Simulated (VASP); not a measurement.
**Ti12H4C: single point with PBE+D3(BJ)**

Ti12H4C, a slab with vacuum:

```
Ti C H
1.0
     5.71028    0.00000    0.00000
    -2.85514    4.94525    0.00000
     0.00000    0.00000   24.39752
Ti C H
12 1 4
Direct
  0.33333 0.16667 0.32790
  0.33333 0.66667 0.32790
  0.83333 0.16667 0.32790
  0.83333 0.66667 0.32790
  0.66506 0.33484 0.42013
  0.66471 0.83040 0.42021
  0.16945 0.33516 0.42028
  0.16629 0.83332 0.41540
  0.00406 0.51111 0.50987
  0.00331 0.99578 0.50972
  0.49740 0.50144 0.52870
  0.48801 0.99508 0.50972
  0.49901 0.49886 0.63534
  0.66288 0.65231 0.66043
  0.33485 0.34569 0.66042
  0.41337 0.60335 0.61067
  0.58429 0.39418 0.61076
```

```json
{"Program": "VASP 6.6.1", "Task": "single point", "Functional": "PBE", "Dispersion": "D3(BJ)", "Potentials or basis": "VASP PAW PBE potentials, release 64 (Ti_sv, C, H)", "Cutoff": "520 eV", "k mesh": "4 × 4 × 1", "Occupations": "gaussian, width 0.1 eV", "Spin": "no spin polarisation", "Dipole correction": "yes", "Further INCAR settings": "LREAL = Auto; ALGO = Normal; EDIFF = 1e-07; NBANDS = 90"}
```

* Largest force: 0.479 eV/Å
* Band gap on the k mesh: zero (band 76 reaches 0.71 eV, above the bottom of band 77 at -0.03 eV)
* Dispersion energy per atom: -0.320 eV

Forces on the atoms (eV/Å):
```
Ti  -0.015  0.166 -0.133
Ti   0.144 -0.087 -0.122
Ti   0.012 -0.004  0.478
Ti  -0.150 -0.073 -0.142
Ti   0.004 -0.004 -0.003
Ti  -0.002  0.012 -0.003
Ti  -0.009 -0.009  0.000
Ti   0.010  0.002  0.010
Ti  -0.001 -0.008 -0.023
Ti  -0.006  0.003 -0.007
Ti   0.017 -0.002 -0.025
Ti   0.001  0.000 -0.023
C   -0.005  0.001 -0.001
H   -0.001  0.005  0.003
H   -0.004 -0.002  0.006
H   -0.004  0.003 -0.003
H    0.008 -0.003 -0.013
```

Levels at points of the mesh, in eV from the Fermi level:
```tsv
k point	band 74	band 75	band 76	band 77	band 78	band 79	band 80	band 81	band 82	band 83
(0.00, 0.00, 0.00)	0.34	0.36	0.53	0.57	0.58	0.72	0.72	0.82	0.89	0.89
(0.50, 0.00, 0.00)	-0.43	-0.29	-0.22	-0.12	-0.10	-0.03	0.02	0.08	0.15	0.30
(0.00, 0.50, 0.00)	-0.43	-0.29	-0.22	-0.12	-0.10	-0.03	0.02	0.09	0.15	0.30
(0.50, 0.50, 0.00)	-0.44	-0.30	-0.20	-0.11	-0.11	-0.04	0.02	0.11	0.15	0.30
```

Wall time 27 min on 1 thread of Intel(R) Xeon(R) 6975P-C (Granite Rapids), on a shared host, peak memory 0.9 GiB.
